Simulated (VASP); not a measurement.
# ZnIr2O4 (Fd-3m) in VASP: settings compared

Aim: see how the results for ZnIr2O4 move with the level of theory and the settings. Levels: r2SCAN, TB-mBJ. Tasks: band structure.

Program: VASP 6.6.1. These are calculated values, not measurements. Logs are shortened: lines on timing, memory, paths and dates and some standing lists are left out, and cuts for length are marked.

## (1) The cell of the first run

Symmetry: Fd-3m, No. 227, cubic system. Conventional cell: a = 8.629 Å, b = 8.629 Å, c = 8.629 Å, α = 90.00°, β = 90.00°, γ = 90.00°. Zn (site symmetry -43m) has 4 O at 2.03 Å within 2.7 Å. Within 2.7 Å of Ir (site symmetry -3m) lie 6 O at 2.07 Å. Within 2.8 Å of O (site symmetry 3m) lie 1 Zn at 2.03 Å and 3 Ir at 2.07 Å and 3 O at 2.78 Å.

## (2) Band structure, r2SCAN

Input file INCAR:

```
PREC     = Accurate       # precision mode
ENCUT    = 520            # plane-wave cutoff, eV
EDIFF    = 1E-6           # SCF threshold, eV
ISMEAR   = 0              # smearing method
SIGMA    = 0.03           # smearing width, eV
LREAL    = F              # projectors in reciprocal space
LASPH    = T              # aspherical terms in the spheres
NELM     = 80             # most SCF steps
ALGO     = Normal         # electronic algorithm
ISIF     = 2              # what is computed and relaxed
LWAVE    = F              # write WAVECAR
LCHARG   = F              # write CHGCAR
LMAXMIX  = 4              # l up to which the mixer works
METAGGA  = R2SCAN         # meta-GGA
LMIXTAU  = T            
KPAR     = 4
```

Input file KPOINTS:

```
Automatic mesh
0
Gamma
  6 6 6
```

Input file POSCAR:

```
ZnIr2O4                                 
1.0
    0.0000000000      4.3145668854      4.3145668854
    4.3145668854      0.0000000000      4.3145668854
    4.3145668854      4.3145668854      0.0000000000
  Zn              Ir              O             
     2     4     8
Direct
     0.7500000000000000    0.7500000000000000    0.7500000000000000
     0.5000000000000000    0.5000000000000000    0.5000000000000000
     0.1250000000000000    0.1250000000000000    0.6250000000000000
     0.1250000000000000    0.6250000000000000    0.1250000000000000
     0.6250000000000000    0.1250000000000000    0.1250000000000000
     0.1250000000000000    0.1250000000000000    0.1250000000000000
     0.3639631762139288    0.3639631762139288    0.9081104713582278
     0.3639631762139288    0.9081104713582278    0.3639631762139288
     0.9081104713582278    0.3639631762139288    0.3639631762139288
     0.3639631762139288    0.3639631762139288    0.3639631762139288
     0.8860368237860712    0.8860368237860712    0.3418895286417722
     0.8860368237860712    0.3418895286417722    0.8860368237860712
     0.3418895286417722    0.8860368237860712    0.8860368237860712
     0.8860368237860712    0.8860368237860712    0.8860368237860712
```

Input file KPOINTS_OPT:

```
explicit points
302
Reciprocal
 0.0000000000  0.0000000000  0.0000000000 1
 0.0263157895  0.0000000000  0.0263157895 1
 0.0526315789  0.0000000000  0.0526315789 1
 0.0789473684  0.0000000000  0.0789473684 1
 0.1052631579  0.0000000000  0.1052631579 1
 0.1315789474  0.0000000000  0.1315789474 1
[... 294 lines left out ...]
 0.4827686300  0.0172313700  0.5000000000 1
 0.5172313700 -0.0172313700  0.5000000000 1
```

Potentials or basis: VASP PAW PBE potentials, release 64 (Zn, Ir, O).

The run is started by

```bash
$ cat potpaw_PBE.64/Zn/POTCAR potpaw_PBE.64/Ir/POTCAR potpaw_PBE.64/O/POTCAR > POTCAR
$ mpirun -np 4 vasp_std > vasp.out
```

OUTCAR:

```text
PREC = Accurate
   ENCUT = 520
   EDIFF = 1E-6
   ISMEAR = 0
   LREAL = F
   LASPH = T
   NELM = 80
   ISIF = 2
   METAGGA = R2SCAN

 ion  position               nearest neighbor table
   1  0.750  0.750  0.750-  14 2.03  12 2.03  13 2.03  11 2.03
   2  0.500  0.500  0.500-  10 2.03   8 2.03   9 2.03   7 2.03
   3  0.125  0.125  0.625-   8 2.07   9 2.07  12 2.07  13 2.07  10 2.07  14 2.07   6 3.05   4 3.05
                             5 3.05   6 3.05   4 3.05   5 3.05
   4  0.125  0.625  0.125-   7 2.07   9 2.07  11 2.07  13 2.07  10 2.07  14 2.07   6 3.05   3 3.05
                             3 3.05   5 3.05   6 3.05   5 3.05
   5  0.625  0.125  0.125-   7 2.07   8 2.07  11 2.07  12 2.07  10 2.07  14 2.07   6 3.05   3 3.05
                             4 3.05   3 3.05   4 3.05   6 3.05
   6  0.125  0.125  0.125-   7 2.07   8 2.07   9 2.07  11 2.07  12 2.07  13 2.07   3 3.05   4 3.05
                             5 3.05   3 3.05   4 3.05   5 3.05
   7  0.364  0.364  0.908-   2 2.03   4 2.07   5 2.07   6 2.07
   8  0.364  0.908  0.364-   2 2.03   3 2.07   5 2.07   6 2.07
   9  0.908  0.364  0.364-   2 2.03   3 2.07   4 2.07   6 2.07
  10  0.364  0.364  0.364-   2 2.03   4 2.07   5 2.07   3 2.07
  11  0.886  0.886  0.342-   1 2.03   4 2.07   5 2.07   6 2.07
  12  0.886  0.342  0.886-   1 2.03   3 2.07   5 2.07   6 2.07
  13  0.342  0.886  0.886-   1 2.03   3 2.07   4 2.07   6 2.07
  14  0.886  0.886  0.886-   1 2.03   4 2.07   5 2.07   3 2.07

  LATTYP: Found a face centered cubic cell.
 ALAT       =     8.6291337708

  Lattice vectors:

 A1 = (   0.0000000000,   4.3145668854,   4.3145668854)
 A2 = (   4.3145668854,   0.0000000000,   4.3145668854)
 A3 = (   4.3145668854,   4.3145668854,   0.0000000000)

Analysis of symmetry for initial positions (statically):
=====================================================================
 Subroutine PRICEL returns:
 Original cell was already a primitive cell.

 Routine SETGRP: Setting up the symmetry group for a
 face centered cubic supercell.

 Subroutine GETGRP returns: Found 48 space group operations
 (whereof 24 operations were pure point group operations)
 out of a pool of 48 trial point group operations.

The static configuration has the point symmetry T_d .
 The point group associated with its full space group is O_h .

Analysis of symmetry for dynamics (positions and initial velocities):
=====================================================================
 Subroutine PRICEL returns:
 Original cell was already a primitive cell.

 Routine SETGRP: Setting up the symmetry group for a
 face centered cubic supercell.

 Subroutine GETGRP returns: Found 48 space group operations
 (whereof 24 operations were pure point group operations)
 out of a pool of 48 trial point group operations.

The dynamic configuration has the point symmetry T_d .
 The point group associated with its full space group is O_h .

 Subroutine INISYM returns: Found 48 space group operations
 (whereof 24 operations are pure point group operations),
 and found     1 'primitive' translations

----------------------------------------------------------------------------------------

                                     Primitive cell

  volume of cell :     160.6355

  direct lattice vectors                    reciprocal lattice vectors
     0.000000000  4.314566885  4.314566885    -0.115886487  0.115886487  0.115886487
     4.314566885  0.000000000  4.314566885     0.115886487 -0.115886487  0.115886487
     4.314566885  4.314566885  0.000000000     0.115886487  0.115886487 -0.115886487

  length of vectors
     6.101719005  6.101719005  6.101719005     0.200721284  0.200721284  0.200721284

  position of ions in fractional coordinates (direct lattice)
     0.750000000  0.750000000  0.750000000
     0.500000000  0.500000000  0.500000000
     0.125000000  0.125000000  0.625000000
     0.125000000  0.625000000  0.125000000
     0.625000000  0.125000000  0.125000000
     0.125000000  0.125000000  0.125000000
     0.363963176  0.363963176  0.908110471
[... 46 lines left out ...]
     AMIX     =   0.40;   BMIX     =  1.00
     AMIX_MAG =   1.60;   BMIX_MAG =  1.00
  volume/ion in A,a.u.               =      11.47        77.43
  Fermi-wavevector in a.u.,A,eV,Ry     =   1.434175  2.710198 27.985259  2.056859
  Thomas-Fermi vector in A             =   2.553613
   LORBIT       =      0    0 simple, 1 ext, 2 COOP (PROOUT), +10 PAW based schemes
   METAGGA = R2SCAN    functional components
   LHFCALC =     F    Hartree Fock is set to
   AEXX    =    0.0000 exact exchange contribution
   IVDW    =     0    specifies the selected vdW correction
   LEPSILON=     F    determine dielectric tensor
   LRPA    =     F    only Hartree local field effects (RPA)
 non-spin polarized calculation
 Gauss-broadening in eV      SIGMA  =   0.03
  energy-cutoff  :      520.00
  volume of cell :      160.64
 maximum number of plane-waves:      4345
 NGX is ok and might be reduce to    48
   NGX = 23   NGY = 23   NGZ = 23

 number of electron     108.0000012 magnetization

 Free energy of the ion-electron system (eV)
  ---------------------------------------------------
  ext. energy  EPLUGINS =         0.00000000
  ---------------------------------------------------
  free energy    TOTEN  =      -286.68193256 eV

  energy without entropy =     -286.68193256  energy(sigma->0) =     -286.68193256

 E-fermi :   5.3808     XC(G=0): -12.5083

 val. band max:        5.1829574904   @ k =   0.5000   0.5000   0.0000
 cond. band min:       6.2313098294   @ k =   0.0000   0.0000   0.0000
 fundamental gap:      1.0483523389
 Fermi energy:         5.3807925508

 k-point     1 :       0.0000    0.0000    0.0000
  band No.  band energies     occupation
      1     -16.7017      2.00000
      2     -15.7556      2.00000
      3     -15.7555      2.00000
      4     -15.7555      2.00000
      5     -15.3719      2.00000
      6     -15.2174      2.00000
[... 1061 lines left out ...]
     63      10.3422      0.00000
     64      10.3422      0.00000

------------------------ aborting loop because EDIFF is reached ----------------------------------------

  FORCE on cell =-STRESS in cart. coord.  units (eV):
  Direction    XX          YY          ZZ          XY          YZ          ZX
  --------------------------------------------------------------------------------------
  -------------------------------------------------------------------------------------
  Total        4.1586519      4.1586519      4.1586519      0.0000000      0.0000000     -0.0000000
  in kB       41.4783559     41.4783559     41.4783559      0.0000000      0.0000000     -0.0000000
  external PRESSURE =      41.4783559 kB  Pullay stress =       0.0000000 kB

 VOLUME and BASIS-vectors are now :
 -----------------------------------------------------------------------------
  energy-cutoff  :      520.00
  volume of cell :      160.64
      direct lattice vectors                 reciprocal lattice vectors
     0.000000000  4.314566885  4.314566885    -0.115886487  0.115886487  0.115886487
     4.314566885  0.000000000  4.314566885     0.115886487 -0.115886487  0.115886487
     4.314566885  4.314566885  0.000000000     0.115886487  0.115886487 -0.115886487

 POSITION                                       TOTAL-FORCE (eV/Angst)
 -----------------------------------------------------------------------------------
      6.47185      6.47185      6.47185        -0.000000     -0.000000     -0.000000
      4.31457      4.31457      4.31457        -0.000000     -0.000000     -0.000000
      3.23593      3.23593      1.07864        -0.000000     -0.000000     -0.000000
      3.23593      1.07864      3.23593        -0.000000     -0.000000     -0.000000
      1.07864      3.23593      3.23593        -0.000000     -0.000000     -0.000000
      1.07864      1.07864      1.07864        -0.000000     -0.000000     -0.000000
      5.48845      5.48845      3.14069        -0.237950     -0.237950      0.237950
      5.48845      3.14069      5.48845        -0.237950      0.237950     -0.237950
      3.14069      5.48845      5.48845         0.237950     -0.237950     -0.237950
      3.14069      3.14069      3.14069         0.237950      0.237950      0.237950
      5.29797      5.29797      7.64573         0.237950      0.237950     -0.237950
      5.29797      7.64573      5.29797         0.237950     -0.237950      0.237950
      7.64573      5.29797      5.29797        -0.237950      0.237950      0.237950
      7.64573      7.64573      7.64573        -0.237950     -0.237950     -0.237950
 -----------------------------------------------------------------------------------
    total drift:                                0.000000      0.000000      0.000000

  FREE ENERGIE OF THE ION-ELECTRON SYSTEM (eV)
  ---------------------------------------------------
  free  energy   TOTEN  =      -286.6819325589 eV

  energy  without entropy=     -286.6819325589  energy(sigma->0) =     -286.68193256
```

It took 20 min on 4 MPI ranks of Intel Xeon Platinum 8488C (Sapphire Rapids), shared host; peak memory 0.51 GiB.

What came out:

- Free energy: -286.6819 eV
- Pressure: 4.1 GPa
- Largest force: 0.412 eV/Å
- Band gap on the k mesh: 1.05 eV (least direct gap 1.19 eV)
- Band gap along the path: 1.05 eV (least direct gap 1.19 eV)

Forces on the atoms (eV/Å):
```
Zn   0.000  0.000  0.000
Zn   0.000  0.000  0.000
Ir   0.000  0.000  0.000
Ir   0.000  0.000  0.000
Ir   0.000  0.000  0.000
Ir   0.000  0.000  0.000
O   -0.238 -0.238  0.238
O   -0.238  0.238 -0.238
O    0.238 -0.238 -0.238
O    0.238  0.238  0.238
O    0.238  0.238 -0.238
O    0.238 -0.238  0.238
O   -0.238  0.238  0.238
O   -0.238 -0.238 -0.238
```

Levels at the corners of the path, in eV from the valence-band top:
```tsv
point	band 52	band 53	band 54	band 55	band 56	band 57
Γ	-0.14	-0.14	-0.14	1.05	3.21	3.21
X	-0.22	0.00	0.00	1.28	1.28	2.49
X	-0.22	0.00	0.00	1.28	1.28	2.49
W	-0.09	-0.05	-0.05	1.75	1.75	2.51
W	-0.09	-0.05	-0.05	1.75	1.75	2.51
K	-0.07	-0.06	-0.06	1.65	1.74	2.58
K	-0.07	-0.06	-0.06	1.65	1.74	2.58
Γ	-0.14	-0.14	-0.14	1.05	3.21	3.21
Γ	-0.14	-0.14	-0.14	1.05	3.21	3.21
L	-0.24	-0.17	-0.17	2.57	2.91	2.91
L	-0.24	-0.17	-0.17	2.57	2.91	2.91
U	-0.07	-0.06	-0.06	1.65	1.74	2.58
U	-0.07	-0.06	-0.06	1.65	1.74	2.58
W	-0.09	-0.05	-0.05	1.75	1.75	2.51
W	-0.09	-0.05	-0.05	1.75	1.75	2.51
L	-0.24	-0.17	-0.17	2.57	2.91	2.91
L	-0.24	-0.17	-0.17	2.57	2.91	2.91
K	-0.07	-0.06	-0.06	1.65	1.74	2.58
U	-0.07	-0.06	-0.06	1.65	1.74	2.58
X	-0.22	0.00	0.00	1.28	1.28	2.49
```

Caveat: the cell stands under pressure; the PAW data sets were made with another functional, which shifts forces and pressure a little; spin-orbit coupling is left out, which moves the levels of the heavy elements.

## (3) Band structure, TB-mBJ

POSCAR is that of step 2.

Input file INCAR.step1:

```
PREC     = Accurate       # precision mode
ENCUT    = 520            # plane-wave cutoff, eV
EDIFF    = 1E-5           # SCF threshold, eV
ISMEAR   = 0              # smearing method
SIGMA    = 0.03           # smearing width, eV
LREAL    = F              # projectors in reciprocal space
LASPH    = T              # aspherical terms in the spheres
NELM     = 80             # most SCF steps
ALGO     = Normal         # electronic algorithm
ISIF     = 2              # what is computed and relaxed
LWAVE    = T              # write WAVECAR
LCHARG   = F              # write CHGCAR
LMAXMIX  = 4              # l up to which the mixer works
KPAR     = 4            
GGA      = PE             # functional
```

Input file INCAR.step2:

```
PREC     = Accurate       # precision mode
ENCUT    = 520            # plane-wave cutoff, eV
EDIFF    = 1E-6           # SCF threshold, eV
ISMEAR   = 0              # smearing method
SIGMA    = 0.03           # smearing width, eV
LREAL    = F              # projectors in reciprocal space
LASPH    = T              # aspherical terms in the spheres
NELM     = 80             # most SCF steps
ALGO     = Normal         # electronic algorithm
ISIF     = 2              # what is computed and relaxed
LWAVE    = F              # write WAVECAR
LCHARG   = F              # write CHGCAR
LMAXMIX  = 4              # l up to which the mixer works
METAGGA  = MBJ            # meta-GGA
KPAR     = 4            
ISTART   = 1
```

KPOINTS is that of step 2.

KPOINTS_OPT is that of step 2.

Potentials or basis: VASP PAW PBE potentials, release 64 (Zn, Ir, O).

The run is started by

```bash
$ cat potpaw_PBE.64/Zn/POTCAR potpaw_PBE.64/Ir/POTCAR potpaw_PBE.64/O/POTCAR > POTCAR
$ cp INCAR.step1 INCAR
$ mpirun -np 4 vasp_std > vasp.out
$ cp INCAR.step2 INCAR
$ mpirun -np 4 vasp_std > vasp.out
```

Wall time 16 min (4 MPI ranks of Intel Xeon Platinum 8488C (Sapphire Rapids), shared host); peak memory 0.5 GiB.

The run converged. Its results:

| Quantity | Value |
| --- | --- |
| Band gap on the k mesh | 2.24 eV |
| Band gap along the path | 2.24 eV |

Levels at the corners of the path, in eV from the valence-band top:
| point | band 51 | band 52 | band 53 | band 54 | band 55 | band 56 | band 57 | band 58 |
| --- | --- | --- | --- | --- | --- | --- | --- | --- |
| Γ | -0.17 | -0.06 | -0.06 | -0.06 | 2.28 | 3.72 | 3.72 | 3.72 |
| X | -0.13 | -0.13 | 0.00 | 0.00 | 2.24 | 2.24 | 3.21 | 3.21 |
| X | -0.13 | -0.13 | 0.00 | 0.00 | 2.24 | 2.24 | 3.21 | 3.21 |
| W | -0.06 | -0.06 | -0.01 | -0.01 | 2.61 | 2.62 | 3.23 | 3.23 |
| W | -0.06 | -0.06 | -0.01 | -0.01 | 2.61 | 2.62 | 3.23 | 3.23 |
| K | -0.13 | -0.04 | -0.03 | -0.01 | 2.54 | 2.60 | 3.27 | 3.29 |
| K | -0.13 | -0.04 | -0.03 | -0.01 | 2.54 | 2.60 | 3.27 | 3.29 |
| Γ | -0.17 | -0.06 | -0.06 | -0.06 | 2.28 | 3.72 | 3.72 | 3.72 |
| Γ | -0.17 | -0.06 | -0.06 | -0.06 | 2.28 | 3.72 | 3.72 | 3.72 |
| L | -0.21 | -0.17 | -0.09 | -0.09 | 3.28 | 3.44 | 3.44 | 3.45 |
| L | -0.21 | -0.17 | -0.09 | -0.09 | 3.28 | 3.44 | 3.44 | 3.45 |
| U | -0.13 | -0.04 | -0.03 | -0.01 | 2.54 | 2.59 | 3.27 | 3.29 |
| U | -0.13 | -0.04 | -0.03 | -0.01 | 2.54 | 2.59 | 3.27 | 3.29 |
| W | -0.06 | -0.06 | -0.01 | -0.01 | 2.61 | 2.62 | 3.23 | 3.23 |
| W | -0.06 | -0.06 | -0.01 | -0.01 | 2.61 | 2.62 | 3.23 | 3.23 |
| L | -0.21 | -0.17 | -0.09 | -0.09 | 3.28 | 3.44 | 3.44 | 3.45 |
| L | -0.21 | -0.17 | -0.09 | -0.09 | 3.28 | 3.44 | 3.44 | 3.45 |
| K | -0.13 | -0.04 | -0.03 | -0.01 | 2.54 | 2.60 | 3.27 | 3.29 |
| U | -0.13 | -0.04 | -0.03 | -0.01 | 2.54 | 2.59 | 3.27 | 3.29 |
| X | -0.13 | -0.13 | 0.00 | 0.00 | 2.24 | 2.24 | 3.21 | 3.21 |

Caveat: spin-orbit coupling is left out, which moves the levels of the heavy elements.

## (4) Band structure, TB-mBJ, spin-orbit coupling, no magnetisation

POSCAR is that of step 3.

INCAR.step1: that of step 3 with these lines changed.

```diff
@@ -12,2 +12,6 @@
 LCHARG   = F              # write CHGCAR
+MAGMOM   = 0 0 0 0 0 0 0 0 0 0 0 0 0 0 0 0 0 0 0 0 0 0 0 0 0 0 0 0 0 0 0 0 0 0 0 0 0 0 0 0 0 0 # initial moments
+LORBIT   = 11             # projections on sites
+LSORBIT  = T              # spin-orbit coupling
+GGA_COMPAT= F            
 LMAXMIX  = 4              # l up to which the mixer works
```

INCAR.step2: that of step 3 with these lines changed.

```diff
@@ -12,2 +12,6 @@
 LCHARG   = F              # write CHGCAR
+MAGMOM   = 0 0 0 0 0 0 0 0 0 0 0 0 0 0 0 0 0 0 0 0 0 0 0 0 0 0 0 0 0 0 0 0 0 0 0 0 0 0 0 0 0 0 # initial moments
+LORBIT   = 11             # projections on sites
+LSORBIT  = T              # spin-orbit coupling
+GGA_COMPAT= F            
 LMAXMIX  = 4              # l up to which the mixer works
```

Input file KPOINTS:

```
Automatic mesh
0
Gamma
  4 4 4
```

KPOINTS_OPT is that of step 3.

The run is started by

```bash
$ cat potpaw_PBE.64/Zn/POTCAR potpaw_PBE.64/Ir/POTCAR potpaw_PBE.64/O/POTCAR > POTCAR
$ cp INCAR.step1 INCAR
$ mpirun -np 4 vasp_ncl > vasp.out
$ cp INCAR.step2 INCAR
$ mpirun -np 4 vasp_ncl > vasp.out
```

It took 59 min on 4 MPI ranks of Intel Xeon Platinum 8488C (Sapphire Rapids), shared host; peak memory 1.2 GiB.

It converged, with:

```yaml
Valence_electrons_inside_the_program's_atomic_spheres: Zn 10.50; Ir 7.84; O 5.26
```

## (5) Overview

```tsv
level	spin	k mesh	gap on the mesh (eV)
r2SCAN	off	6 × 6 × 6	1.05
TB-mBJ	off	6 × 6 × 6	2.24
TB-mBJ	SOC, no magnetisation	4 × 4 × 4	-
```

Alike in all rows: task band structure; potentials or basis VASP PAW PBE potentials, release 64 (Zn, Ir, O); cell as given; cutoff (eV) 520; smearing gaussian 0.03 eV.

Caveats: spin-orbit coupling is left out, which moves the levels of the heavy elements (at least some runs); the cell stands under pressure (at least some runs); the PAW data sets were made with another functional, which shifts forces and pressure a little (at least some runs).

Absolute energies hang on the potentials; compare differences alone.
